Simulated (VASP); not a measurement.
# Fe (Fm-3m) in VASP: notebook

The runs below take Fe through single point, with PBE.

Everything below comes from runs of VASP 6.6.1. Logs are shortened: lines on timing, memory, paths and dates and some standing lists are left out, and cuts for length are marked.

## Step 1: The cell of the first run

The structure is cubic, space group Fm-3m (No. 225). Conventional cell: a = 3.639 Å, b = 3.639 Å, c = 3.639 Å, α = 90.00°, β = 90.00°, γ = 90.00°. Within 3.4 Å of Fe (site symmetry m-3m) lie 12 Fe at 2.57 Å.

## Step 2: Single point, PBE, collinear spin, antiferromagnetic start

INCAR

```
PREC = Accurate
ENCUT = 520
EDIFF = 1E-6
ISMEAR = -1
SIGMA = 0.05
LREAL = False
LASPH = True
NELM = 150
ALGO = Normal
ISIF = 2
LWAVE = False
LCHARG = False
ISPIN = 2
MAGMOM = 1.6 -1.6
LORBIT = 11
LMAXMIX = 4
GGA = PE
NBANDS = 19
```

KPOINTS

```
Automatic mesh
0
Gamma
  12 12 6
```

POSCAR

```
Fe
1.0
    0.0000000000      1.8195000000      1.8195000000
    1.8195000000      0.0000000000      1.8195000000
    3.6390000000      3.6390000000      0.0000000000
Fe
2
Direct
    0.0000000000      0.0000000000      0.0000000000
    0.0000000000      0.0000000000      0.5000000000
```

Potentials or basis: VASP PAW PBE potentials, release 64 (Fe).

Run with:

```bash
$ cat potpaw_PBE.64/Fe/POTCAR > POTCAR
$ mpirun -np 1 vasp_std > vasp.out
```

OUTCAR:

```text
PREC = Accurate
   ENCUT = 520
   EDIFF = 1E-6
   ISMEAR = -1
   LREAL = False
   LASPH = True
   NELM = 150
   ISIF = 2
   ISPIN = 2
   LORBIT = 11
   GGA = PE

 ion  position               nearest neighbor table
   1  0.000  0.000  0.000-   2 2.57   2 2.57   2 2.57   2 2.57   2 2.57   2 2.57
   2  0.000  0.000  0.500-   1 2.57   1 2.57   1 2.57   1 2.57   1 2.57   1 2.57

  LATTYP: Found a trigonal (rhomboedric) cell.
 ALAT       =     4.4568465870
 COS(alpha) =     0.8333333333

  Lattice vectors:

 A1 = (   3.6390000000,   1.8195000000,  -1.8195000000)
 A2 = (   1.8195000000,   1.8195000000,  -3.6390000000)
 A3 = (   1.8195000000,   3.6390000000,  -1.8195000000)

Analysis of symmetry for initial positions (statically):
=====================================================================
 Subroutine PRICEL returns following result:

  LATTYP: Found a face centered cubic cell.
 ALAT       =     3.6390000000
[... 12 lines left out ...]
 Subroutine GETGRP returns: Found 12 space group operations
 (whereof 12 operations were pure point group operations)
 out of a pool of 12 trial point group operations.

The static configuration has the point symmetry D_3d.

Analysis of symmetry for dynamics (positions and initial velocities):
=====================================================================
 Subroutine PRICEL returns following result:

  LATTYP: Found a face centered cubic cell.
 ALAT       =     3.6390000000
[... 12 lines left out ...]
 Subroutine GETGRP returns: Found 12 space group operations
 (whereof 12 operations were pure point group operations)
 out of a pool of 12 trial point group operations.

The dynamic configuration has the point symmetry D_3d.

Analysis of structural, dynamic, and magnetic symmetry:
=====================================================================
 Subroutine PRICEL returns following result:

  LATTYP: Found a face centered cubic cell.
 ALAT       =     3.6390000000
[... 12 lines left out ...]
 Subroutine GETGRP returns: Found 12 space group operations
 (whereof 12 operations were pure point group operations)
 out of a pool of 12 trial point group operations.

The overall configuration has the point symmetry D_3d.

 Subroutine INISYM returns: Found 12 space group operations
 (whereof 12 operations are pure point group operations),
 and found     2 'primitive' translations

----------------------------------------------------------------------------------------

                                     Primitive cell

  volume of cell :      12.0472

  direct lattice vectors                    reciprocal lattice vectors
     0.000000000  1.819500000  1.819500000    -0.274800769  0.274800769  0.274800769
     1.819500000  0.000000000  1.819500000     0.274800769 -0.274800769  0.274800769
     1.819500000  1.819500000  0.000000000     0.274800769  0.274800769 -0.274800769

  length of vectors
     2.573161577  2.573161577  2.573161577     0.475968895  0.475968895  0.475968895

  position of ions in fractional coordinates (direct lattice)
     0.000000000  0.000000000  0.000000000

  ion indices of the primitive-cell ions
   primitive index   ion index
                 1           1

----------------------------------------------------------------------------------------

 KPOINTS: Automatic mesh

Automatic generation of k-mesh.
 Grid dimensions read from file:
 generate k-points for:   12   12    6

 Generating k-lattice:

  Cartesian coordinates                     Fractional coordinates (reciprocal lattice)
    -0.022900064  0.022900064  0.022900064     0.083333333  0.000000000  0.000000000
     0.022900064 -0.022900064  0.022900064     0.000000000  0.083333333  0.000000000
     0.022900064  0.022900064 -0.022900064     0.000000000  0.000000000  0.166666667

  Length of vectors
     0.039664075  0.039664075  0.039664075

  Shift w.r.t. Gamma in fractional coordinates (k-lattice)
[... 16 lines left out ...]
|                                                                             |
|     Results are often still useful ...                                      |
|                                                                             |
 -----------------------------------------------------------------------------

 Subroutine IBZKPT returns following result:
 ===========================================

 Found     98 irreducible k-points:

 Following reciprocal coordinates:
            Coordinates               Weight
  0.000000  0.000000  0.000000      1.000000
  0.083333  0.000000  0.000000      6.000000
  0.166667  0.000000  0.000000      6.000000
  0.250000  0.000000  0.000000      6.000000
  0.333333  0.000000  0.000000      6.000000
  0.416667  0.000000  0.000000      6.000000
[... 16 lines left out ...]
  0.500000  0.166667  0.000000     12.000000
 -0.416667  0.166667  0.000000     12.000000
 [... further k-points ...]
   k-points           NKPTS =     98   k-points in BZ     NKDIM =     98   number of bands    NBANDS=     19
   number of dos      NEDOS =    301   number of ions     NIONS =      2
   total plane-waves  NPLWV =  16000
   dimension x,y,z NGX =    20 NGY =   20 NGZ =   40
   dimension x,y,z NGXF=    40 NGYF=   40 NGZF=   80
   ions per type =               2
   NGX,Y,Z   is equivalent  to a cutoff of  12.92, 12.92, 12.92 a.u.
   NGXF,Y,Z  is equivalent  to a cutoff of  25.84, 25.84, 25.84 a.u.
 SYSTEM =  unknown system
   PREC   = accura    normal or accurate (medium, high low for compatibility)
   ISTART =      0    job   : 0-new  1-cont  2-samecut
   ICHARG =      2    charge: 1-file 2-atom 10-const
   ISPIN  =      2    spin polarized calculation?
   LNONCOLLINEAR =      F non collinear calculations
   LSORBIT =      F    spin-orbit coupling
   LASPH  =      T    aspherical Exc in radial PAW
   ENCUT  =  520.0 eV  38.22 Ry    6.18 a.u.   4.78  4.78  9.57*2*pi/ulx,y,z
   NELM   =    150;   NELMIN=  2; NELMDL= -5     # of ELM steps
   EDIFF  = 0.1E-05   stopping-criterion for ELM
   LREAL  =      F    real-space projection
   EDIFFG = 0.1E-04   stopping-criterion for IOM
   NSW    =      0    number of steps for IOM
   IBRION =     -1    ionic relax: 0-MD 1-quasi-New 2-CG
   NFREE  =      0    steps in history (QN), initial steepest desc. (CG)
   ISIF   =      2    stress and relaxation
   ISYM   =      2    0-nonsym 1-usesym 2-fastsym
   POTIM  = 0.5000    time-step for ionic-motion
   TEBEG  =    0.0;   TEEND  =   0.0 temperature during run
   PSTRESS=    0.0 pullay stress
   NELECT =      16.0000    total number of electrons
   NUPDOWN=      -1.0000    fix difference up-down
   EMIN   =  10.00;   EMAX   =-10.00  energy-range for DOS
   EFERMI =   0.00;   METHOD = LEGACY
   ISMEAR =    -1;   SIGMA  =   0.05  broadening in eV -4-tet -1-fermi 0-gaus
   EFERMI_NEDOS =   21; number of points for ismear=-14 and -15
   IALGO  =     38    algorithm
   IMIX   =      4    mixing-type and parameters
     AMIX     =   0.40;   BMIX     =  1.00
     AMIX_MAG =   1.60;   BMIX_MAG =  1.00
  volume/ion in A,a.u.               =      12.05        81.30
  Fermi-wavevector in a.u.,A,eV,Ry     =   1.428267  2.699033 27.755163  2.039947
  Thomas-Fermi vector in A             =   2.548347
   LORBIT       =     11    0 simple, 1 ext, 2 COOP (PROOUT), +10 PAW based schemes
   GGA     = PE    functional components
   LHFCALC =     F    Hartree Fock is set to
   AEXX    =    0.0000 exact exchange contribution
   IVDW    =     0    specifies the selected vdW correction
   LEPSILON=     F    determine dielectric tensor
   LRPA    =     F    only Hartree local field effects (RPA)
 spin polarized calculation
  energy-cutoff  :      520.00
  volume of cell :       24.09
 maximum number of plane-waves:       663
   NGX =  9   NGY =  9   NGZ = 19

 number of electron      16.0000014 magnetization       0.0000000

 number of electron      16.0000014 magnetization      -0.0000000

 Free energy of the ion-electron system (eV)
  ---------------------------------------------------
  ext. energy  EPLUGINS =         0.00000000
  ---------------------------------------------------
  free energy    TOTEN  =       -16.01488917 eV

  energy without entropy =      -15.98600931  energy(sigma->0) =      -16.00044924

 E-fermi :   5.4641     XC(G=0): -12.8046

 val. band max:        5.4620404654   @ k =   0.0833   0.0833   0.0000
 cond. band min:       5.4673838573   @ k =   0.0000   0.0000   0.1667
 fundamental gap:      0.0053433918
 Fermi energy:         5.4640775017

 spin component 1

 k-point     1 :       0.0000    0.0000    0.0000
  band No.  band energies     occupation
      1      -2.7867      1.00000
      2       1.0559      1.00000
      3       3.2920      1.00000
      4       3.2920      1.00000
      5       3.8391      1.00000
      6       3.8391      1.00000
[... 517 lines left out ...]
     18      26.2038      0.00000
     19      26.9590      0.00000

 [... further k-points ...]

 spin component 2

 k-point     1 :       0.0000    0.0000    0.0000
  band No.  band energies     occupation
      1      -2.7867      1.00000
      2       1.0559      1.00000
      3       3.2920      1.00000
      4       3.2920      1.00000
      5       3.8391      1.00000
      6       3.8391      1.00000
[... 517 lines left out ...]
     18      26.2038      0.00000
     19      26.9590      0.00000

 [... further k-points ...]

------------------------ aborting loop because EDIFF is reached ----------------------------------------

  FORCE on cell =-STRESS in cart. coord.  units (eV):
  Direction    XX          YY          ZZ          XY          YZ          ZX
  --------------------------------------------------------------------------------------
  -------------------------------------------------------------------------------------
  Total       -2.0908750     -2.0908750     -2.0908750      0.4243469     -0.4243469     -0.4243469
  in kB     -139.0344705   -139.0344705   -139.0344705     28.2173014    -28.2173014    -28.2173014
  external PRESSURE =    -139.0344705 kB  Pullay stress =       0.0000000 kB

 VOLUME and BASIS-vectors are now :
 -----------------------------------------------------------------------------
  energy-cutoff  :      520.00
  volume of cell :       24.09
      direct lattice vectors                 reciprocal lattice vectors
     0.000000000  1.819500000  1.819500000    -0.274800769  0.274800769  0.274800769
     1.819500000  0.000000000  1.819500000     0.274800769 -0.274800769  0.274800769
     3.639000000  3.639000000  0.000000000     0.137400385  0.137400385 -0.137400385

 POSITION                                       TOTAL-FORCE (eV/Angst)
 -----------------------------------------------------------------------------------
      0.00000      0.00000      0.00000        -0.000000     -0.000000     -0.000000
      1.81950      1.81950      0.00000         0.000000      0.000000      0.000000
 -----------------------------------------------------------------------------------
    total drift:                               -0.000000     -0.000000      0.000000

  FREE ENERGIE OF THE ION-ELECTRON SYSTEM (eV)
  ---------------------------------------------------
  free  energy   TOTEN  =       -16.0148891653 eV

  energy  without entropy=      -15.9860093080  energy(sigma->0) =      -16.00044924

 total charge

# of ion       s       p       d       tot
------------------------------------------
    1        0.470   0.500   6.176   7.146
    2        0.470   0.500   6.176   7.146
--------------------------------------------------
tot          0.941   1.000  12.352  14.292

 magnetization (x)

# of ion       s       p       d       tot
------------------------------------------
    1        0.007   0.020   2.004   2.031
    2       -0.007  -0.020  -2.004  -2.031
--------------------------------------------------
tot          0.000   0.000   0.000   0.000
```

Wall time 44 s (1 thread of Intel Xeon 6975P-C (Granite Rapids), shared host); peak memory 0.19 GiB.

Results:

* Free energy: -16.0149 eV
* Pressure: -13.9 GPa
* Band gap on the k mesh: zero (filled and empty bands overlap)
* Net moment: 0.00 μB per cell
* Site moments: Fe +2.03, -2.03 μB
* Valence electrons inside the program's atomic spheres: Fe 7.15

## Step 3: Single point, PBE, collinear spin

INCAR

```
  ALGO = Normal
  EDIFF = 1E-6
  ENCUT = 520
  GGA = PE
  ISIF = 2
  ISMEAR = -1
  ISPIN = 2
  LASPH = True
  LCHARG = False
  LMAXMIX = 4
  LORBIT = 11
  LREAL = False
  LWAVE = False
  MAGMOM = 4 0
  NBANDS = 19
  NELM = 150
  PREC = Accurate
  SIGMA = 0.05
```

KPOINTS

```
k-points
0
Gamma
  12 12 6
```

POSCAR is that of step 2.

Potentials or basis: VASP PAW PBE potentials, release 64 (Fe).

Run with:

```bash
$ cat potpaw_PBE.64/Fe/POTCAR > POTCAR
$ mpirun -np 1 vasp_std > vasp.out
```

Run time: 71 s. Hardware: 1 thread of Intel Xeon 6975P-C (Granite Rapids), shared host; peak memory 0.2 GiB.

The run converged. Its results:

```yaml
Free_energy: -15.9303 eV
Pressure: -20.3 GPa
Net_moment: 2.11 μB per cell
Site_moments: Fe +2.17, -0.07 μB
Valence_electrons_inside_the_program's_atomic_spheres: Fe 7.12, 7.17
```

Stress tensor (GPa, compression positive):
```
-20.29   0.22  -0.22
  0.22 -20.29  -0.22
 -0.22  -0.22 -20.29
```

Levels at points of the mesh, in eV from the Fermi level:
Spin up:
```csv
k point,band 5,band 6,band 7,band 8,band 9,band 10,band 11,band 12,band 13,band 14
"(0.00, 0.00, 0.00)",-1.78,-1.78,-1.76,-0.79,-0.79,0.03,0.54,0.54,6.45,20.47
"(0.50, 0.00, 0.00)",-1.95,-0.40,0.03,0.08,0.33,0.61,0.91,2.67,6.49,9.58
"(0.00, 0.00, 0.50)",-2.18,-1.73,-1.30,-1.30,-1.14,-1.14,0.17,0.17,14.17,14.27
"(0.50, 0.00, 0.50)",-2.25,-1.69,-1.37,-0.36,-0.30,0.81,2.61,3.09,8.60,8.93
```
Spin down:
```tsv
k point	band 3	band 4	band 5	band 6	band 7	band 8	band 9	band 10	band 11	band 12
(0.00, 0.00, 0.00)	-1.25	-1.25	-0.91	-0.70	-0.70	0.08	0.57	0.57	1.51	1.51
(0.50, 0.00, 0.00)	-3.07	-1.07	-0.80	0.11	0.91	1.25	1.50	1.52	2.00	2.76
(0.00, 0.00, 0.50)	-1.73	-1.13	-1.08	-1.08	-0.12	-0.12	0.01	0.01	1.18	1.18
(0.50, 0.00, 0.50)	-2.71	-1.97	-1.35	-0.71	-0.49	0.66	0.92	1.99	3.30	3.81
```
